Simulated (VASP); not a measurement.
# TmHgCl (P4/mmm) in VASP: further runs

Runs on TmHgCl. Level: PBE. Tasks: single point, relaxation of cell and atoms.

Everything below comes from runs of VASP 6.6.1. Logs are shortened: lines on timing, memory, paths and dates and some standing lists are left out, and cuts for length are marked.

**1. The cell of the first run**

It takes space group P4/mmm (No. 123, tetragonal). Conventional cell: a = 3.680 Å, b = 3.680 Å, c = 6.318 Å, α = 90.00°, β = 90.00°, γ = 90.00°. Tm (site symmetry 4/mmm) has 4 Cl at 2.60 Å within 3.4 Å. Hg (site symmetry 4/mmm) has 2 Cl at 3.16 Å and 4 Hg at 3.68 Å and 8 Tm at 4.09 Å within 4.2 Å. Within 3.4 Å of Cl (site symmetry 4/mmm) lie 4 Tm at 2.60 Å and 2 Hg at 3.16 Å.

The cell was built from a structure type or drawn by symmetry, and may not be a known phase.

**2. Single point, PBE**

The input, INCAR:

```
ALGO = Normal ; EDIFF = 1E-6
ENCUT = 500 ; GGA = PE
GGA_COMPAT = False ; ISIF = 2
ISMEAR = 0 ; LASPH = True
LCHARG = True ; LELF = True
LMAXMIX = 6 ; LREAL = False
LVHAR = True ; LWAVE = False
NBANDS = 21 ; NELM = 200
PREC = Accurate ; SIGMA = 0.1
```

The input, KPOINTS:

```
k-points
0
Gamma
  12 12 8
```

The input, POSCAR:

```
TmHgCl
1.0
    3.6795354910      0.0000000000      0.0000000000
    0.0000000000      3.6795354910      0.0000000000
    0.0000000000      0.0000000000      6.3181553893
Tm Hg Cl
1 1 1
Direct
    0.0000000000      0.0000000000      0.0000000000
    0.5000000000      0.5000000000      0.5000000000
    0.5000000000      0.5000000000      0.0000000000
```

Potentials or basis: VASP PAW PBE potentials, release 64 (Tm_3, Hg, Cl), 4f in core.

On the command line:

```sh
cat potpaw_PBE.64/Tm_3/POTCAR potpaw_PBE.64/Hg/POTCAR potpaw_PBE.64/Cl/POTCAR > POTCAR
mpirun -np 1 vasp_std > vasp.out
```

OUTCAR:

```text
EDIFF = 1E-6
   ENCUT = 500
   GGA = PE
   ISIF = 2
   ISMEAR = 0
   LASPH = True
   LREAL = False
   NELM = 200
   PREC = Accurate

 ion  position               nearest neighbor table
   1  0.000  0.000  0.000-   3 2.60   3 2.60   3 2.60   3 2.60
   2  0.500  0.500  0.500-   3 3.16   3 3.16
   3  0.500  0.500  0.000-   1 2.60   1 2.60   1 2.60   1 2.60   2 3.16   2 3.16

  LATTYP: Found a simple tetragonal cell.
 ALAT       =     3.6795354910
 C/A-ratio  =     1.7171067937

  Lattice vectors:

 A1 = (   3.6795354910,   0.0000000000,   0.0000000000)
 A2 = (   0.0000000000,   3.6795354910,   0.0000000000)
 A3 = (   0.0000000000,   0.0000000000,   6.3181553893)

Analysis of symmetry for initial positions (statically):
=====================================================================
 Subroutine PRICEL returns:
 Original cell was already a primitive cell.

 Routine SETGRP: Setting up the symmetry group for a
 simple tetragonal supercell.

 Subroutine GETGRP returns: Found 16 space group operations
 (whereof 16 operations were pure point group operations)
 out of a pool of 16 trial point group operations.

The static configuration has the point symmetry D_4h.

Analysis of symmetry for dynamics (positions and initial velocities):
=====================================================================
 Subroutine PRICEL returns:
 Original cell was already a primitive cell.

 Routine SETGRP: Setting up the symmetry group for a
 simple tetragonal supercell.

 Subroutine GETGRP returns: Found 16 space group operations
 (whereof 16 operations were pure point group operations)
 out of a pool of 16 trial point group operations.

The dynamic configuration has the point symmetry D_4h.

 Subroutine INISYM returns: Found 16 space group operations
 (whereof 16 operations are pure point group operations),
 and found     1 'primitive' translations

----------------------------------------------------------------------------------------

[... 78 lines left out ...]
   total plane-waves  NPLWV =  37632
   dimension x,y,z NGX =    28 NGY =   28 NGZ =   48
   dimension x,y,z NGXF=    56 NGYF=   56 NGZF=   96
   ions per type =               1   1   1
   NGX,Y,Z   is equivalent  to a cutoff of  12.65, 12.65, 12.63 a.u.
   NGXF,Y,Z  is equivalent  to a cutoff of  25.30, 25.30, 25.26 a.u.
 SYSTEM =  unknown system
   PREC   = accura    normal or accurate (medium, high low for compatibility)
   ISTART =      0    job   : 0-new  1-cont  2-samecut
   ICHARG =      2    charge: 1-file 2-atom 10-const
   ISPIN  =      1    spin polarized calculation?
   LNONCOLLINEAR =      F non collinear calculations
   LSORBIT =      F    spin-orbit coupling
   LASPH  =      T    aspherical Exc in radial PAW
   ENCUT  =  500.0 eV  36.75 Ry    6.06 a.u.   6.71  6.71 11.52*2*pi/ulx,y,z
   NELM   =    200;   NELMIN=  2; NELMDL= -5     # of ELM steps
   EDIFF  = 0.1E-05   stopping-criterion for ELM
   LREAL  =      F    real-space projection
[... 7 lines left out ...]
   TEBEG  =    0.0;   TEEND  =   0.0 temperature during run
   PSTRESS=    0.0 pullay stress
   NELECT =      28.0000    total number of electrons
   NUPDOWN=      -1.0000    fix difference up-down
   EMIN   =  10.00;   EMAX   =-10.00  energy-range for DOS
   EFERMI =   0.00;   METHOD = LEGACY
   ISMEAR =     0;   SIGMA  =   0.10  broadening in eV -4-tet -1-fermi 0-gaus
   EFERMI_NEDOS =   21; number of points for ismear=-14 and -15
   IALGO  =     38    algorithm
   IMIX   =      4    mixing-type and parameters
     AMIX     =   0.40;   BMIX     =  1.00
     AMIX_MAG =   1.60;   BMIX_MAG =  1.00
  volume/ion in A,a.u.               =      28.51       192.42
  Fermi-wavevector in a.u.,A,eV,Ry     =   1.128242  2.132067 17.319249  1.272929
  Thomas-Fermi vector in A             =   2.264931
   LORBIT       =      0    0 simple, 1 ext, 2 COOP (PROOUT), +10 PAW based schemes
   GGA     = PE    functional components
   LHFCALC =     F    Hartree Fock is set to
   AEXX    =    0.0000 exact exchange contribution
   IVDW    =     0    specifies the selected vdW correction
   LEPSILON=     F    determine dielectric tensor
   LRPA    =     F    only Hartree local field effects (RPA)
 non-spin polarized calculation
 Gauss-broadening in eV      SIGMA  =   0.10
  energy-cutoff  :      500.00
  volume of cell :       85.54
 maximum number of plane-waves:      2196
 NGX is ok and might be reduce to    28
   NGX = 13   NGY = 13   NGZ = 23

 number of electron      27.9999996 magnetization

 Free energy of the ion-electron system (eV)
  ---------------------------------------------------
  ext. energy  EPLUGINS =         0.00000000
  ---------------------------------------------------
  free energy    TOTEN  =        -7.78391038 eV

  energy without entropy =       -7.77377798  energy(sigma->0) =       -7.77884418

 E-fermi :   3.2785     XC(G=0):  -9.2581

 val. band max:        3.2725421213   @ k =   0.5000   0.3333   0.2500
 cond. band min:       3.2855925299   @ k =   0.1667   0.0833   0.2500
 fundamental gap:      0.0130504086
 Fermi energy:         3.2785256829

 k-point     1 :       0.0000    0.0000    0.0000
  band No.  band energies     occupation
      1     -23.7793      2.00000
      2     -23.7698      2.00000
      3     -23.7698      2.00000
      4     -16.0128      2.00000
      5      -3.8699      2.00000
      6      -3.3440      2.00000
[... 565 lines left out ...]
     20       6.9964      0.00000
     21       7.6526      0.00000

 [... further k-points ...]

------------------------ aborting loop because EDIFF is reached ----------------------------------------

  FORCE on cell =-STRESS in cart. coord.  units (eV):
  Direction    XX          YY          ZZ          XY          YZ          ZX
  --------------------------------------------------------------------------------------
  -------------------------------------------------------------------------------------
  Total        0.1939915      0.1939915     -0.0094253      0.0000000      0.0000000     -0.0000000
  in kB        3.6334325      3.6334325     -0.1765347      0.0000000      0.0000000     -0.0000000
  external PRESSURE =       2.3634434 kB  Pullay stress =       0.0000000 kB

 VOLUME and BASIS-vectors are now :
 -----------------------------------------------------------------------------
  energy-cutoff  :      500.00
  volume of cell :       85.54
      direct lattice vectors                 reciprocal lattice vectors
     3.679535491  0.000000000  0.000000000     0.271773435  0.000000000  0.000000000
     0.000000000  3.679535491  0.000000000     0.000000000  0.271773435  0.000000000
     0.000000000  0.000000000  6.318155389     0.000000000  0.000000000  0.158274043

 POSITION                                       TOTAL-FORCE (eV/Angst)
 -----------------------------------------------------------------------------------
      0.00000      0.00000      0.00000         0.000000      0.000000      0.000000
      1.83977      1.83977      3.15908         0.000000      0.000000      0.000000
      1.83977      1.83977      0.00000         0.000000      0.000000      0.000000
 -----------------------------------------------------------------------------------
    total drift:                                0.000000      0.000000      0.000000

  FREE ENERGIE OF THE ION-ELECTRON SYSTEM (eV)
  ---------------------------------------------------
  free  energy   TOTEN  =        -7.7839103760 eV

  energy  without entropy=       -7.7737779803  energy(sigma->0) =       -7.77884418
```

OSZICAR:

```text
N       E                     dE             d eps       ncg     rms          rms(c)
DAV:   1     0.228004983449E+03    0.22800E+03   -0.12065E+04  5976   0.120E+03
DAV:   2     0.152740141205E+02   -0.21273E+03   -0.20307E+03  6262   0.367E+02
DAV:   3    -0.667965937682E+01   -0.21954E+02   -0.21038E+02  8262   0.934E+01
DAV:   4    -0.779554156803E+01   -0.11159E+01   -0.11100E+01  7344   0.213E+01
DAV:   5    -0.783461859681E+01   -0.39077E-01   -0.39047E-01  8618   0.368E+00    0.176E+01
DAV:   6    -0.777313744338E+01    0.61481E-01   -0.17468E-01  9269   0.349E+00    0.107E+01
DAV:   7    -0.778763546107E+01   -0.14498E-01   -0.10310E-01  9724   0.246E+00    0.761E-01
DAV:   8    -0.778362814181E+01    0.40073E-02   -0.20349E-02  9347   0.123E+00    0.174E-01
DAV:   9    -0.778387146611E+01   -0.24332E-03   -0.21109E-03  7099   0.291E-01    0.475E-02
DAV:  10    -0.778389198516E+01   -0.20519E-04   -0.10440E-04  8227   0.700E-02    0.254E-02
DAV:  11    -0.778390949903E+01   -0.17514E-04   -0.24113E-05  6991   0.318E-02    0.871E-03
DAV:  12    -0.778391037605E+01   -0.87702E-06   -0.26635E-06  6082   0.130E-02
   1 F= -.77839104E+01 E0= -.77788442E+01  d E =-.101324E-01
```

Run time: 98 s. Hardware: 1 thread of AMD EPYC 9R45 (Zen 5), shared host; peak memory 0.35 GiB.

What came out:

| Property | Result |
| --- | --- |
| Free energy | -7.7839 eV |
| Pressure | 0.2 GPa |
| Band gap on the k mesh | zero (bands 14 and 15 overlap by 2.10 eV) |

Caveat: spin-orbit coupling is left out, which moves the levels of the heavy elements; the 4f electrons are frozen in the core, so they carry no moment and show no levels; the run has no spin polarisation, though such a crystal can be magnetic.

[end of part 1 of 3]
